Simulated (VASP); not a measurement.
# HfN2 (Fm-3m) in VASP: a series of runs, part 2 of 2

VASP 6.6.1.

## (4) Relaxation of cell and atoms, PBE

Contents of INCAR:

```
SYSTEM = HfN2
ALGO = Normal ; EDIFF = 1E-6
EDIFFG = -0.04 ; ENCUT = 600
GGA = PE ; IBRION = 2
ISIF = 3 ; ISMEAR = 0
LASPH = .True. ; LCHARG = .False.
LREAL = .False. ; LWAVE = .False.
NELM = 80 ; NSW = 90
PREC = Accurate ; SIGMA = 0.1
```

Contents of KPOINTS:

```
k-points
0
Gamma
  6 6 6
  0 0 0
```

Contents of POSCAR:

```
HfN2
1.0
    0.0000000000      2.5447244617      2.5447244617
    2.5447244617      0.0000000000      2.5447244617
    2.5447244617      2.5447244617      0.0000000000
Hf N
1 2
Direct
    0.0000000000      0.0000000000      0.0000000000
    0.2500000000      0.2500000000      0.2500000000
    0.7500000000      0.7500000000      0.7500000000
```

Potentials or basis: VASP PAW PBE potentials, release 64 (Hf_pv, N).

The run is started by

```sh
$ cat potpaw_PBE.64/Hf_pv/POTCAR potpaw_PBE.64/N/POTCAR > POTCAR
$ mpirun -np 1 vasp_std > vasp.out
```

OUTCAR:

```text
SYSTEM = HfN2
   EDIFF = 1E-6
   EDIFFG = -0.04
   ENCUT = 600
   GGA = PE
   IBRION = 2
   ISIF = 3
   ISMEAR = 0
   LASPH = .True.
   LREAL = .False.
   NELM = 80
   NSW = 90
   PREC = Accurate

 ion  position               nearest neighbor table
   1  0.000  0.000  0.000-   2 2.20   3 2.20   3 2.20   3 2.20   3 2.20   2 2.20   2 2.20   2 2.20

   2  0.250  0.250  0.250-   1 2.20   1 2.20   1 2.20   1 2.20
   3  0.750  0.750  0.750-   1 2.20   1 2.20   1 2.20   1 2.20

  LATTYP: Found a face centered cubic cell.
 ALAT       =     5.0894489234

  Lattice vectors:

 A1 = (   0.0000000000,   2.5447244617,   2.5447244617)
 A2 = (   2.5447244617,   0.0000000000,   2.5447244617)
 A3 = (   2.5447244617,   2.5447244617,   0.0000000000)
[... 178 lines left out ...]
  Total        2.5084308      2.5084308      2.5084308      0.0000000      0.0000000      0.0000000
  in kB      121.9439930    121.9439930    121.9439930      0.0000000      0.0000000      0.0000000
  external PRESSURE =     121.9439930 kB  Pullay stress =       0.0000000 kB
[... 61 lines left out ...]
--------------------------------------- Ionic step        3  -------------------------------------------

 number of electron      20.0000003 magnetization

 Free energy of the ion-electron system (eV)
  ---------------------------------------------------
  ext. energy  EPLUGINS =         0.00000000
  ---------------------------------------------------
  free energy    TOTEN  =       -27.58892177 eV

  energy without entropy =      -27.57607028  energy(sigma->0) =      -27.58249603

 E-fermi :   4.3493     XC(G=0): -11.7129

 val. band max:        4.3489309285   @ k =   0.1667   0.0000   0.0000
 cond. band min:       4.4014377367   @ k =   0.3333   0.1667   0.0000
 fundamental gap:      0.0525068082
 Fermi energy:         4.3492991318

 k-point     1 :       0.0000    0.0000    0.0000
  band No.  band energies     occupation
      1     -25.1901      2.00000
      2     -25.1901      2.00000
      3     -25.1901      2.00000
      4     -11.0739      2.00000
      5      -6.5422      2.00000
      6      -0.3925      2.00000
      7      -0.3925      2.00000
      8      -0.3925      2.00000
      9       5.0391      0.00000
     10       5.0391      0.00000
     11       5.0391      0.00000
     12       7.9106      0.00000
     13       7.9106      0.00000
     14      12.0239      0.00000
[... 283 lines left out ...]
  FREE ENERGIE OF THE ION-ELECTRON SYSTEM (eV)
  ---------------------------------------------------
  free  energy   TOTEN  =       -27.5889217744 eV

  energy  without entropy=      -27.5760702783  energy(sigma->0) =      -27.58249603

 reached required accuracy - stopping structural energy minimisation
```

OSZICAR:

```text
N       E                     dE             d eps       ncg     rms          rms(c)
DAV:   1     0.849253988774E+02    0.84925E+02   -0.12580E+04   448   0.158E+03
DAV:   2    -0.266158670072E+02   -0.11154E+03   -0.10934E+03   570   0.330E+02
DAV:   3    -0.308330446284E+02   -0.42172E+01   -0.41336E+01   562   0.625E+01
[... 28 lines left out ...]
DAV:   5    -0.275890694352E+02    0.17978E-03   -0.75857E-04   502   0.200E-01    0.217E-01
DAV:   6    -0.275889232632E+02    0.14617E-03   -0.82002E-04   526   0.189E-01    0.660E-02
DAV:   7    -0.275889245902E+02   -0.13270E-05   -0.33091E-05   550   0.546E-02    0.239E-02
DAV:   8    -0.275889227226E+02    0.18676E-05   -0.11344E-05   532   0.209E-02    0.229E-02
DAV:   9    -0.275889217744E+02    0.94822E-06   -0.86156E-07   254   0.759E-03
   3 F= -.27588922E+02 E0= -.27582496E+02  d E =-.628097E-01
```

CONTCAR:

```text
HfN2
   1.00000000000000
    -0.0000000000000000    2.5890684364370617    2.5890684364370617
     2.5890684364370617   -0.0000000000000000    2.5890684364370617
     2.5890684364370617    2.5890684364370617    0.0000000000000000
  Hf              N
     1     2
Direct
     0.0000000000000000    0.0000000000000000    0.0000000000000000
     0.2500000000000000    0.2500000000000000    0.2500000000000000
     0.7500000000000000    0.7500000000000000    0.7500000000000000

  0.00000000E+00  0.00000000E+00  0.00000000E+00
  0.00000000E+00  0.00000000E+00  0.00000000E+00
  0.00000000E+00  0.00000000E+00  0.00000000E+00
```

It took 51 s on 1 thread of Intel Xeon 8259CL, shared host; peak memory 0.18 GiB.

Results:

```yaml
Free_energy: -27.5889 eV
Relaxed_volume: 11.57 Å³/atom
Relaxed_cell: a = 3.661 Å, b = 3.661 Å, c = 3.661 Å, α = 60.00°, β = 60.00°, γ = 60.00°
Space_group_after_relaxing_to_0.1_Å: Fm-3m (No. 225)
Energy_gained_by_relaxing: 20.9 meV/atom
Ionic_steps: 3
Pressure_after_relaxing: -0.2 GPa
Band_gap_on_the_k_mesh: zero (bands 10 and 11 overlap by 1.58 eV)
```

Step by step:
| step | energy change (eV) | largest force (eV/Å) | pressure (GPa) | volume (Å³) |
| --- | --- | --- | --- | --- |
| 1 | 0.0000 | 0.0000 | 12.19 | 32.96 |
| 2 | 0.0385 | 0.0000 | -12.64 | 37.11 |
| 3 | -0.0628 | 0.0000 | -0.16 | 34.71 |

Final structure:
```
CELL_PARAMETERS angstrom
0.00000 2.58907 2.58907
2.58907 0.00000 2.58907
2.58907 2.58907 0.00000
ATOMIC_POSITIONS crystal
Hf 0.00000 0.00000 0.00000
N 0.25000 0.25000 0.25000
N 0.75000 0.75000 0.75000
```

Levels at points of the mesh, in eV from the Fermi level:
```csv
k point,band 6,band 7,band 8,band 9,band 10,band 11,band 12,band 13,band 14
"(0.00, 0.00, 0.00)",-4.74,-4.74,-4.74,0.69,0.69,0.69,3.56,3.56,7.67
"(0.50, 0.00, 0.00)",-3.67,-3.67,-2.01,-1.70,-0.86,-0.86,4.36,4.36,7.45
"(0.50, 0.50, 0.00)",-6.09,-2.80,-2.80,-0.51,-0.51,1.52,3.66,5.22,7.47
```

Caveat: spin-orbit coupling is left out, which moves the levels of the heavy elements.

## (5) Single point, PBE

This run uses another cell than the first one, of 11.67 Å³/atom.

Contents of INCAR:

```
SYSTEM = HfN2
  ALGO = Normal
  EDIFF = 1E-6
  ENCUT = 520
  GGA = PE
  ISIF = 2
  ISMEAR = 0
  LASPH = .True.
  LCHARG = .False.
  LREAL = .False.
  LWAVE = .False.
  NBANDS = 17
  NELM = 60
  PREC = Accurate
  SIGMA = 0.1
```

Contents of KPOINTS:

```
k-points
0
Gamma
  16 16 16
  0 0 0
```

Contents of POSCAR:

```
HfN2
1.0
    0.0000000000      2.5968236889      2.5968236889
    2.5968236889      0.0000000000      2.5968236889
    2.5968236889      2.5968236889      0.0000000000
Hf N
1 2
Direct
    0.0000000000      0.0000000000      0.0000000000
    0.2500000000      0.2500000000      0.2500000000
    0.7500000000      0.7500000000      0.7500000000
```

The run is started by

```sh
$ cat potpaw_PBE.64/Hf_pv/POTCAR potpaw_PBE.64/N/POTCAR > POTCAR
$ mpirun -np 1 vasp_std > vasp.out
```

It took 1.8 min on 1 thread of Intel Xeon 8259CL, shared host; peak memory 0.22 GiB.

It converged, with:

* Free energy: -27.5741 eV
* Pressure: -1.8 GPa
* Band gap on the k mesh: zero (bands 10 and 11 overlap by 1.58 eV)

Levels at points of the mesh, in eV from the Fermi level:
```
           k point  band 7  band 8  band 9  band 10  band 11  band 12  band 13  band 14
(0.00, 0.00, 0.00)   -4.62   -4.62    0.76     0.76     0.76     3.61     3.61     7.67
(0.50, 0.00, 0.00)   -3.56   -1.94   -1.62    -0.79    -0.79     4.40     4.40     7.43
(0.50, 0.50, 0.00)   -2.71   -2.71   -0.43    -0.43     1.58     3.70     5.24     7.44
```

Caveat: spin-orbit coupling is left out, which moves the levels of the heavy elements.

## (6) Relaxation of cell and atoms, PBE

This run uses another cell than the first one, of 11.65 Å³/atom.

Contents of INCAR:

```
SYSTEM = HfN2
PREC = Accurate
ENCUT = 600
EDIFF = 1E-6
ISMEAR = 0
SIGMA = 0.1
LREAL = .FALSE.
LASPH = .TRUE.
NELM = 100
ALGO = Normal
ISIF = 3
LWAVE = .FALSE.
LCHARG = .FALSE.
GGA = PE
IBRION = 2
NSW = 100
EDIFFG = -0.01
```

Contents of KPOINTS:

```
regular mesh
0
G
  16 16 16
  0 0 0
```

Contents of POSCAR:

```
HfN2
1.0
    0.0000000000      2.5952999229      2.5952999229
    2.5952999229      0.0000000000      2.5952999229
    2.5952999229      2.5952999229      0.0000000000
Hf N
1 2
Direct
    0.0000000000      0.0000000000      0.0000000000
    0.2500000000      0.2500000000      0.2500000000
    0.7500000000      0.7500000000      0.7500000000
```

Potentials or basis: VASP PAW PBE potentials, release 64 (Hf_pv, N).

The run is started by

```sh
$ cat potpaw_PBE.64/Hf_pv/POTCAR potpaw_PBE.64/N/POTCAR > POTCAR
$ mpirun -np 1 vasp_std > vasp.out
```

Wall time 3.8 min (1 thread of Intel Xeon 8259CL, shared host); peak memory 0.24 GiB.

It converged, with:

```yaml
Free_energy: -27.5787 eV
Relaxed_volume: 11.57 Å³/atom
Relaxed_cell: a = 3.661 Å, b = 3.661 Å, c = 3.661 Å, α = 60.00°, β = 60.00°, γ = 60.00°
Space_group_after_relaxing_to_0.1_Å: Fm-3m (No. 225)
Energy_gained_by_relaxing: 0.4 meV/atom
Ionic_steps: 3
Pressure_after_relaxing: 0.0 GPa
Band_gap_on_the_k_mesh: zero (bands 10 and 11 overlap by 1.59 eV)
```

The path:
```tsv
step	energy change (eV)	largest force (eV/Å)	pressure (GPa)	volume (Å³)
1	0.0000	0.0000	-1.56	34.96
2	0.0007	0.0000	2.00	34.39
3	-0.0013	0.0000	0.01	34.71
```

Final structure:
```yaml
crystal:
  lattice:
    - [0.00000, 2.58894, 2.58894]
    - [2.58894, 0.00000, 2.58894]
    - [2.58894, 2.58894, 0.00000]
  atoms:
    - { symbol: Hf, position: [0.00000, 0.00000, 0.00000] }
    - { symbol: N, position: [0.25000, 0.25000, 0.25000] }
    - { symbol: N, position: [0.75000, 0.75000, 0.75000] }
```

Levels at points of the mesh, in eV from the Fermi level:
| k point | band 6 | band 7 | band 8 | band 9 | band 10 | band 11 | band 12 | band 13 | band 14 |
| --- | --- | --- | --- | --- | --- | --- | --- | --- | --- |
| (0.00, 0.00, 0.00) | -4.68 | -4.68 | -4.68 | 0.76 | 0.76 | 0.76 | 3.63 | 3.63 | 7.75 |
| (0.50, 0.00, 0.00) | -3.61 | -3.61 | -1.94 | -1.63 | -0.80 | -0.80 | 4.43 | 4.43 | 7.52 |
| (0.50, 0.50, 0.00) | -6.03 | -2.73 | -2.73 | -0.44 | -0.44 | 1.59 | 3.72 | 5.29 | 7.53 |

Caveat: spin-orbit coupling is left out, which moves the levels of the heavy elements.

## (7) The runs side by side

```csv
task,cell,k mesh,cutoff (eV),gap on the mesh (eV),pressure (GPa),relaxed volume (Å³/atom)
single point,"a = 3.599 Å, angles 60.0°, 3 atoms",6 × 6 × 6,520,none,12.3,-
single point,"a = 3.670 Å, angles 60.0°, 3 atoms",6 × 6 × 6,520,none,-1.6,-
relaxation of cell and atoms,"relaxed from a = 3.599 Å, angles 60.0°, 3 atoms",6 × 6 × 6,600,none,-0.2,11.57
single point,"a = 3.672 Å, angles 60.0°, 3 atoms",16 × 16 × 16,520,none,-1.8,-
relaxation of cell and atoms,"relaxed from a = 3.670 Å, angles 60.0°, 3 atoms",16 × 16 × 16,600,none,0.0,11.57
```

Alike in all rows: level PBE; potentials or basis VASP PAW PBE potentials, release 64 (Hf_pv, N); no spin polarisation; smearing gaussian 0.1 eV.

Caveats: spin-orbit coupling is left out, which moves the levels of the heavy elements; the cell stands under pressure (at least some runs).

Absolute energies hang on the potentials; compare differences alone.
